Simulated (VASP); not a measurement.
Here is a VASP 6.6.1 calculation.

Contents of POSCAR:

```
SiC
1.0
    2.8906833055      0.0000000000      0.0000000000
   -1.4453416527      2.5034051769      0.0000000000
    0.0000000000      0.0000000000      5.0481668544
Si C
2 2
Direct
    0.3333333333      0.6666666667      0.0046028828
    0.6666666667      0.3333333333      0.5046028828
    0.3333333333      0.6666666667      0.3803971172
    0.6666666667      0.3333333333      0.8803971172
```

The input INCAR.step1:

```
SYSTEM = SiC
  PREC = Accurate
  ENCUT = 520
  ISMEAR = 0
  SIGMA = 0.05
  LREAL = .FALSE.
  LASPH = .TRUE.
  NELM = 80
  NBANDS = 16
  GGA = PE
  ALGO = Normal
  EDIFF = 1E-4
  LWAVE = .TRUE.
  LCHARG = .FALSE.
```

The input INCAR.step2:

```
SYSTEM = SiC
  PREC = Accurate
  ENCUT = 520
  EDIFF = 1E-6
  ISMEAR = 0
  SIGMA = 0.05
  LREAL = .FALSE.
  LASPH = .TRUE.
  NELM = 80
  ALGO = Normal
  ISIF = 2
  LWAVE = .FALSE.
  LCHARG = .TRUE.
  METAGGA = R2SCAN
  LMIXTAU = .TRUE.
  LELF = .TRUE.
  LVHAR = .TRUE.
  NBANDS = 16
  ISTART = 1
```

KPOINTS

```
Automatic mesh
0
G
  12 12 6
  0 0 0
```

Potentials or basis: VASP PAW PBE potentials, release 64 (Si, C).

Launch:

```bash
$ cat potpaw_PBE.64/Si/POTCAR potpaw_PBE.64/C/POTCAR > POTCAR
$ cp INCAR.step1 INCAR
$ mpirun -np 1 vasp_std > vasp.out
$ cp INCAR.step2 INCAR
$ mpirun -np 1 vasp_std > vasp.out
```

**Question.** Predict the largest force.

**Answer.** 0.893 eV/Å.

**Question.** Predict the band gap on the k mesh.

**Answer.** 2.16 eV, indirect (least direct gap 5.26 eV).

Forces on the atoms (eV/Å):
```
Si   0.000  0.000  0.893
Si   0.000  0.000  0.893
C    0.000  0.000 -0.893
C    0.000  0.000 -0.893
```

Caveat: the cell differs from its parent crystal (strain -0.0600 x Voigt [1, 1, 0, 0, 0, 0]); the PAW data sets were made with another functional, which shifts forces and pressure a little. A k mesh can miss the band edges.
